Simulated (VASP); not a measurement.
# CoO in VASP: a series of runs

Runs on CoO. Level: PBEsol. Tasks: relaxation of cell and atoms, single point.

All numbers are computed with VASP 6.6.1; they aren't measurements. Logs are shortened: lines on timing, memory, paths and dates and some standing lists are left out, and cuts for length are marked.

### 1 The cell of the first run

Symmetry: I4/mmm, No. 139, tetragonal system. Conventional cell: a = 3.016 Å, b = 3.016 Å, c = 4.214 Å, α = 90.00°, β = 90.00°, γ = 90.00°. Co (site symmetry 4/mmm) has 6 O at 2.11 to 2.13 Å within 2.8 Å. O (site symmetry 4/mmm) has 6 Co at 2.11 to 2.13 Å within 2.8 Å.

### 2 Relaxation of cell and atoms, PBEsol, collinear spin, ferromagnetic start

Input file INCAR:

```
SYSTEM = CoO
PREC = Accurate
ENCUT = 600
EDIFF = 1E-6
ISMEAR = -1
SIGMA = 0.05
LREAL = .FALSE.
LASPH = .TRUE.
NELM = 150
ALGO = Normal
ISIF = 3
LWAVE = .FALSE.
LCHARG = .FALSE.
ISPIN = 2
MAGMOM = 2 0
LORBIT = 11
LMAXMIX = 4
GGA = PS
IBRION = 2
NSW = 80
EDIFFG = -0.005
```

Input file KPOINTS:

```
Automatic mesh
0
G
  12 12 12
  0 0 0
```

Input file POSCAR:

```
CoO
1.0
   -1.5080000000      1.5080000000      2.1072475377
    1.5080000000     -1.5080000000      2.1072475377
    1.5080000000      1.5080000000     -2.1072475377
Co O
1 1
Direct
    0.0000000000      0.0000000000      0.0000000000
    0.5000000000      0.5000000000      0.0000000000
```

Potentials or basis: VASP PAW PBE potentials, release 64 (Co, O).

On the command line:

```console
$ cat potpaw_PBE.64/Co/POTCAR potpaw_PBE.64/O/POTCAR > POTCAR
$ mpirun -np 1 vasp_std > vasp.out
```

OUTCAR:

```text
SYSTEM = CoO
   PREC = Accurate
   ENCUT = 600
   EDIFF = 1E-6
   ISMEAR = -1
   LREAL = .FALSE.
   LASPH = .TRUE.
   NELM = 150
   ISIF = 3
   ISPIN = 2
   LORBIT = 11
   GGA = PS
   IBRION = 2
   NSW = 80
   EDIFFG = -0.005

 ion  position               nearest neighbor table
   1  0.000  0.000  0.000-   2 2.11   2 2.11   2 2.13   2 2.13   2 2.13   2 2.13
   2  0.500  0.500  0.000-   1 2.11   1 2.11   1 2.13   1 2.13   1 2.13   1 2.13

  LATTYP: Found a body centered tetragonal cell.
 ALAT       =     3.0160000000
 C/A-ratio  =     1.3973790038

  Lattice vectors:

 A1 = (  -1.5080000000,   1.5080000000,   2.1072475377)
 A2 = (   1.5080000000,  -1.5080000000,   2.1072475377)
 A3 = (   1.5080000000,   1.5080000000,  -2.1072475377)

Analysis of symmetry for initial positions (statically):
=====================================================================
 Subroutine PRICEL returns:
 Original cell was already a primitive cell.

 Routine SETGRP: Setting up the symmetry group for a
 body centered tetragonal supercell.

 Subroutine GETGRP returns: Found 16 space group operations
 (whereof 16 operations were pure point group operations)
 out of a pool of 16 trial point group operations.

The static configuration has the point symmetry D_4h.

Analysis of symmetry for dynamics (positions and initial velocities):
=====================================================================
 Subroutine PRICEL returns:
 Original cell was already a primitive cell.

 Routine SETGRP: Setting up the symmetry group for a
 body centered tetragonal supercell.

 Subroutine GETGRP returns: Found 16 space group operations
 (whereof 16 operations were pure point group operations)
 out of a pool of 16 trial point group operations.

The dynamic configuration has the point symmetry D_4h.

Analysis of structural, dynamic, and magnetic symmetry:
=====================================================================
 Subroutine PRICEL returns:
 Original cell was already a primitive cell.

 Routine SETGRP: Setting up the symmetry group for a
 body centered tetragonal supercell.

 Subroutine GETGRP returns: Found 16 space group operations
 (whereof 16 operations were pure point group operations)
 out of a pool of 16 trial point group operations.

The overall configuration has the point symmetry D_4h.

 Subroutine INISYM returns: Found 16 space group operations
 (whereof 16 operations are pure point group operations),
 and found     1 'primitive' translations

----------------------------------------------------------------------------------------

                                     Primitive cell

  volume of cell :      19.1681

  direct lattice vectors                    reciprocal lattice vectors
    -1.508000000  1.508000000  2.107247538     0.000000000  0.331564987  0.237276348
     1.508000000 -1.508000000  2.107247538     0.331564987  0.000000000  0.237276348
     1.508000000  1.508000000 -2.107247538     0.331564987  0.331564987  0.000000000

  length of vectors
     2.998102764  2.998102764  2.998102764     0.407719764  0.407719764  0.468903701

  position of ions in fractional coordinates (direct lattice)
     0.000000000  0.000000000  0.000000000
     0.500000000  0.500000000  0.000000000

  ion indices of the primitive-cell ions
   primitive index   ion index
                 1           1
                 2           2

----------------------------------------------------------------------------------------

 KPOINTS: Automatic mesh

Automatic generation of k-mesh.
 Grid dimensions read from file:
 generate k-points for:   12   12   12

 Generating k-lattice:

  Cartesian coordinates                     Fractional coordinates (reciprocal lattice)
     0.000000000  0.027630416  0.019773029     0.083333333  0.000000000 -0.000000000
     0.027630416  0.000000000  0.019773029     0.000000000  0.083333333 -0.000000000
     0.027630416  0.027630416  0.000000000     0.000000000  0.000000000  0.083333333

  Length of vectors
     0.033976647  0.033976647  0.039075308

  Shift w.r.t. Gamma in fractional coordinates (k-lattice)
     0.000000000  0.000000000  0.000000000

 Subroutine IBZKPT returns following result:
 ===========================================

 Found    163 irreducible k-points:

 Following reciprocal coordinates:
            Coordinates               Weight
  0.000000  0.000000  0.000000      1.000000
  0.083333  0.000000 -0.000000      8.000000
  0.166667  0.000000 -0.000000      8.000000
  0.250000  0.000000 -0.000000      8.000000
  0.333333  0.000000 -0.000000      8.000000
  0.416667  0.000000 -0.000000      8.000000
[... 16 lines left out ...]
  0.500000  0.166667 -0.000000     16.000000
 -0.416667  0.166667  0.000000     16.000000
 [... further k-points ...]
   k-points           NKPTS =    163   k-points in BZ     NKDIM =    163   number of bands    NBANDS=     12
   number of dos      NEDOS =    301   number of ions     NIONS =      2
   total plane-waves  NPLWV =  13824
   dimension x,y,z NGX =    24 NGY =   24 NGZ =   24
   dimension x,y,z NGXF=    48 NGYF=   48 NGZF=   48
   ions per type =               1   1
   NGX,Y,Z   is equivalent  to a cutoff of  13.31, 13.31, 13.31 a.u.
   NGXF,Y,Z  is equivalent  to a cutoff of  26.62, 26.62, 26.62 a.u.
 SYSTEM =  CoO
   PREC   = accura    normal or accurate (medium, high low for compatibility)
   ISTART =      0    job   : 0-new  1-cont  2-samecut
   ICHARG =      2    charge: 1-file 2-atom 10-const
   ISPIN  =      2    spin polarized calculation?
   LNONCOLLINEAR =      F non collinear calculations
   LSORBIT =      F    spin-orbit coupling
   LASPH  =      T    aspherical Exc in radial PAW
   ENCUT  =  600.0 eV  44.10 Ry    6.64 a.u.   5.99  5.99  5.99*2*pi/ulx,y,z
   NELM   =    150;   NELMIN=  2; NELMDL= -5     # of ELM steps
   EDIFF  = 0.1E-05   stopping-criterion for ELM
   LREAL  =      F    real-space projection
   EDIFFG = -.5E-02   stopping-criterion for IOM
   NSW    =     80    number of steps for IOM
   IBRION =      2    ionic relax: 0-MD 1-quasi-New 2-CG
   NFREE  =      1    steps in history (QN), initial steepest desc. (CG)
   ISIF   =      3    stress and relaxation
   ISYM   =      2    0-nonsym 1-usesym 2-fastsym
   POTIM  = 0.5000    time-step for ionic-motion
   TEBEG  =    0.0;   TEEND  =   0.0 temperature during run
   PSTRESS=    0.0 pullay stress
   NELECT =      15.0000    total number of electrons
   NUPDOWN=      -1.0000    fix difference up-down
   EMIN   =  10.00;   EMAX   =-10.00  energy-range for DOS
   EFERMI =   0.00;   METHOD = LEGACY
   ISMEAR =    -1;   SIGMA  =   0.05  broadening in eV -4-tet -1-fermi 0-gaus
   EFERMI_NEDOS =   21; number of points for ismear=-14 and -15
   IALGO  =     38    algorithm
   IMIX   =      4    mixing-type and parameters
     AMIX     =   0.40;   BMIX     =  1.00
     AMIX_MAG =   1.60;   BMIX_MAG =  1.00
  volume/ion in A,a.u.               =       9.58        64.68
  Fermi-wavevector in a.u.,A,eV,Ry     =   1.508618  2.850874 30.965868  2.275927
  Thomas-Fermi vector in A             =   2.619048
   LORBIT       =     11    0 simple, 1 ext, 2 COOP (PROOUT), +10 PAW based schemes
   GGA     = PS    functional components
   LHFCALC =     F    Hartree Fock is set to
   AEXX    =    0.0000 exact exchange contribution
   IVDW    =     0    specifies the selected vdW correction
   LEPSILON=     F    determine dielectric tensor
   LRPA    =     F    only Hartree local field effects (RPA)
 conjugate gradient relaxation of ions
 spin polarized calculation
  energy-cutoff  :      600.00
  volume of cell :       19.17
 maximum number of plane-waves:       651
   NGX = 11   NGY = 11   NGZ = 11

--------------------------------------- Ionic step        1  -------------------------------------------

 number of electron      15.0000005 magnetization       2.9214803

 Free energy of the ion-electron system (eV)
  ---------------------------------------------------
  ext. energy  EPLUGINS =         0.00000000
  ---------------------------------------------------
  free energy    TOTEN  =       -13.97241255 eV

  energy without entropy =      -13.93945688  energy(sigma->0) =      -13.95593472

------------------------ aborting loop because EDIFF is reached ----------------------------------------

  FORCE on cell =-STRESS in cart. coord.  units (eV):
  Direction    XX          YY          ZZ          XY          YZ          ZX
  --------------------------------------------------------------------------------------
  -------------------------------------------------------------------------------------
  Total       -1.2048694     -1.2048694     -1.1717132      0.0000000      0.0000000      0.0000000
  in kB     -100.7099404   -100.7099404    -97.9385524      0.0000000      0.0000000      0.0000000
  external PRESSURE =     -99.7861444 kB  Pullay stress =       0.0000000 kB
[... 237 lines left out ...]
  energy  without entropy=      -13.9747390738  energy(sigma->0) =      -13.99214829

--------------------------------------- Ionic step        8  -------------------------------------------

 number of electron      14.9999999 magnetization       2.6410005

 Free energy of the ion-electron system (eV)
  ---------------------------------------------------
  ext. energy  EPLUGINS =         0.00000000
  ---------------------------------------------------
  free energy    TOTEN  =       -14.00959723 eV

  energy without entropy =      -13.97475831  energy(sigma->0) =      -13.99217777

 E-fermi :   8.8976     XC(G=0): -13.0911

 val. band max:        8.8830958703   @ k =   0.5000   0.2500  -0.0000
 cond. band min:       8.9000441428   @ k =   0.3333   0.2500  -0.0000
 fundamental gap:      0.0169482726
 Fermi energy:         8.8975795423

 spin component 1

 k-point     1 :       0.0000    0.0000    0.0000
  band No.  band energies     occupation
      1     -12.0621      1.00000
      2       5.3137      1.00000
      3       5.3137      1.00000
      4       5.3147      1.00000
      5       5.6901      1.00000
      6       5.6902      1.00000
      7       5.7757      1.00000
      8       5.7777      1.00000
      9       5.7777      1.00000
     10      10.1509      0.00000
     11      25.6842      0.00000
     12      27.4221      0.00000
[... 331 lines left out ...]
 k-point    24 :      -0.4167    0.1667    0.0000
  band No.  band energies     occupation
      1     -10.8149      1.00000
      2       0.8651      1.00000
      3       2.5495      1.00000
      4       2.9736      1.00000
      5       6.0441      1.00000
      6       6.6331      1.00000
      7       7.0639      1.00000
      8       8.0251      1.00000
      9       8.3987      0.99995
     10      14.9962      0.00000
     11      19.0791      0.00000
     12      21.3907      0.00000

 [... further k-points ...]

 spin component 2

 k-point     1 :       0.0000    0.0000    0.0000
  band No.  band energies     occupation
      1     -11.6217      1.00000
      2       5.8134      1.00000
      3       5.8134      1.00000
      4       5.8149      1.00000
      5       7.6074      1.00000
      6       7.6089      1.00000
      7       7.6089      1.00000
      8       8.6097      0.99685
      9       8.6102      0.99682
     10      10.6490      0.00000
     11      25.6485      0.00000
     12      27.9528      0.00000
[... 374 lines left out ...]
  FREE ENERGIE OF THE ION-ELECTRON SYSTEM (eV)
  ---------------------------------------------------
  free  energy   TOTEN  =       -14.0095972334 eV

  energy  without entropy=      -13.9747583056  energy(sigma->0) =      -13.99217777

 reached required accuracy - stopping structural energy minimisation

 total charge

# of ion       s       p       d       tot
------------------------------------------
    1        0.317   0.411   7.223   7.950
    2        1.549   3.428   0.000   4.977
--------------------------------------------------
tot          1.866   3.839   7.223  12.927

 magnetization (x)

# of ion       s       p       d       tot
------------------------------------------
    1        0.021   0.019   2.308   2.347
    2        0.030   0.219   0.000   0.250
--------------------------------------------------
tot          0.051   0.238   2.308   2.597
```

Run time: 2.5 min. Hardware: 1 thread of Intel Xeon 6975P-C (Granite Rapids), shared host; peak memory 0.22 GiB.

What came out:

| Item | Value |
| --- | --- |
| Free energy | -14.0096 eV |
| Relaxed volume | 8.98 Å³/atom |
| Relaxed cell | a = 2.939 Å, b = 2.939 Å, c = 2.939 Å, α = 120.01°, β = 120.01°, γ = 89.99° |
| Space group after relaxing (to 0.1 Å) | Fm-3m (No. 225) |
| Energy gained by relaxing | 18.6 meV/atom |
| Ionic steps | 8 |
| Pressure after relaxing | 0.0 GPa |
| Net moment | 2.64 μB per cell |
| Site moments | Co +2.35; O +0.25 μB |
| Valence electrons inside the program's atomic spheres | Co 7.95; O 4.98 |

The path:
```tsv
step	energy change (eV)	largest force (eV/Å)	pressure (GPa)	volume (Å³)
1	0.0000	0.0000	-9.98	19.17
2	-0.0324	0.0000	3.73	17.56
3	-0.0369	0.0000	-0.16	17.98
4	-0.0369	0.0000	0.00	17.96
5	-0.0370	0.0000	0.04	17.96
6	-0.0371	0.0000	0.00	17.96
7	-0.0371	0.0000	0.05	17.95
8	-0.0372	0.0000	0.02	17.95
```

Final structure:
```cif
data_structure
_symmetry_space_group_name_H-M 'P 1'
_symmetry_Int_Tables_number 1
_cell_length_a 2.9392
_cell_length_b 2.9392
_cell_length_c 2.9392
_cell_angle_alpha 120.008
_cell_angle_beta 120.008
_cell_angle_gamma 89.987
_cell_volume 17.95
loop_
_atom_site_label
_atom_site_type_symbol
_atom_site_fract_x
_atom_site_fract_y
_atom_site_fract_z
_atom_site_occupancy
Co1 Co 0.00000 0.00000 0.00000 1
O1 O 0.50000 0.50000 0.00000 1
```

Caveat: the PAW data sets were made with another functional, which shifts forces and pressure a little; a cell with one magnetic atom can't hold antiferromagnetic order, which such compounds often take; semilocal functionals often make such compounds metallic where correlation or magnetic order opens a gap, which also shifts bond lengths. With open d or f shells a metallic result of PBEsol can be an artefact of self-interaction; +U or a hybrid may open a gap.

### 3 Relaxation of cell and atoms, PBEsol, collinear spin, ferromagnetic start, target pressure 5 GPa, at which the enthalpy is minimised

Input file INCAR:

```
PREC     = Accurate       # precision mode
ENCUT    = 600            # plane-wave cutoff, eV
EDIFF    = 1E-7           # SCF threshold, eV
ISMEAR   = -1             # smearing method
SIGMA    = 0.05           # smearing width, eV
LREAL    = False          # projectors in reciprocal space
LASPH    = True           # aspherical terms in the spheres
NELM     = 150            # most SCF steps
ALGO     = Normal         # electronic algorithm
ISIF     = 3              # what is computed and relaxed
LWAVE    = False          # write WAVECAR
LCHARG   = False          # write CHGCAR
ISPIN    = 2              # spin polarisation
MAGMOM   = 2 0            # initial moments
LORBIT   = 11             # projections on sites
LMAXMIX  = 4              # l up to which the mixer works
GGA      = PS             # functional
IBRION   = 2              # ionic algorithm
NSW      = 80             # ionic steps
EDIFFG   = -0.005         # ionic threshold
PSTRESS  = 50.0
```

Input file KPOINTS:

```
Automatic mesh
0
Gamma
  12 12 12
```

POSCAR is that of step 2.

Potentials or basis: VASP PAW PBE potentials, release 64 (Co, O).

On the command line:

```console
$ cat potpaw_PBE.64/Co/POTCAR potpaw_PBE.64/O/POTCAR > POTCAR
$ mpirun -np 1 vasp_std > vasp.out
```

It took 4.1 min on 1 thread of Intel Xeon 6975P-C (Granite Rapids), shared host; peak memory 0.22 GiB.

It converged, with:

- Free energy: -14.0018 eV
- Relaxed volume: 8.72 Å³/atom
- Relaxed cell: a = 2.911 Å, b = 2.911 Å, c = 2.911 Å, α = 120.02°, β = 120.02°, γ = 89.97°
- Space group after relaxing (to 0.1 Å): Fm-3m (No. 225)
- Energy change on relaxing (the run minimises the enthalpy): -14.7 meV/atom
- Ionic steps: 11
- Pressure after relaxing: 5.0 GPa
- Net moment: 2.48 μB per cell
- Site moments: Co +2.22; O +0.22 μB
- Valence electrons inside the program's atomic spheres: Co 8.02; O 4.99

The path:
```csv
step,energy change (eV),largest force (eV/Å),pressure (GPa),volume (Å³)
1,0.0000,0.0000,-9.82,19.17
2,0.0053,0.0000,13.08,16.81
3,-0.0303,0.0000,4.60,17.48
4,-0.0293,0.0000,4.92,17.44
5,-0.0282,0.0000,5.29,17.41
6,-0.0296,0.0000,4.86,17.45
7,-0.0305,0.0000,4.56,17.47
8,-0.0296,0.0000,4.96,17.44
9,-0.0291,0.0000,5.08,17.42
10,-0.0290,0.0000,5.17,17.42
11,-0.0294,0.0000,5.03,17.43
```

Final structure:
```cif
data_structure
_symmetry_space_group_name_H-M 'P 1'
_symmetry_Int_Tables_number 1
_cell_length_a 2.9106
_cell_length_b 2.9106
_cell_length_c 2.9106
_cell_angle_alpha 120.017
_cell_angle_beta 120.017
_cell_angle_gamma 89.971
_cell_volume 17.43
loop_
_atom_site_label
_atom_site_type_symbol
_atom_site_fract_x
_atom_site_fract_y
_atom_site_fract_z
_atom_site_occupancy
Co1 Co 0.00000 0.00000 0.00000 1
O1 O 0.50000 0.50000 0.00000 1
```

Levels at points of the mesh, in eV from the Fermi level:
Spin up:
| k point | band 6 | band 7 | band 8 | band 9 | band 10 | band 11 | band 12 |
| --- | --- | --- | --- | --- | --- | --- | --- |
| (0.00, 0.00, 0.00) | -3.15 | -3.09 | -3.09 | -3.09 | 1.44 | 16.88 | 18.79 |
| (0.50, 0.00, 0.00) | -2.15 | -1.59 | 0.47 | 0.47 | 5.08 | 10.18 | 13.95 |
| (0.50, 0.50, 0.00) | -2.70 | -1.98 | -1.81 | -1.81 | 6.47 | 10.27 | 12.03 |
| (0.50, 0.50, 0.50) | -2.70 | -1.98 | -1.81 | -1.81 | 6.47 | 10.26 | 12.04 |
Spin down:
| k point | band 4 | band 5 | band 6 | band 7 | band 8 | band 9 |
| --- | --- | --- | --- | --- | --- | --- |
| (0.00, 0.00, 0.00) | -3.29 | -1.38 | -1.37 | -1.37 | -0.37 | -0.37 |
| (0.50, 0.00, 0.00) | -5.63 | -0.20 | -0.19 | 0.14 | 2.70 | 2.70 |
| (0.50, 0.50, 0.00) | -4.67 | -2.77 | 0.14 | 0.14 | 0.19 | 0.87 |
| (0.50, 0.50, 0.50) | -4.67 | -2.77 | 0.14 | 0.14 | 0.19 | 0.87 |

Caveat: the cell is relaxed towards a set pressure, so the run minimises the enthalpy, not the energy; the PAW data sets were made with another functional, which shifts forces and pressure a little; a cell with one magnetic atom can't hold antiferromagnetic order, which such compounds often take; semilocal functionals often make such compounds metallic where correlation or magnetic order opens a gap, which also shifts bond lengths. With open d or f shells a metallic result of PBEsol can be an artefact of self-interaction; +U or a hybrid may open a gap.

(Continued in part 2 of 2.)
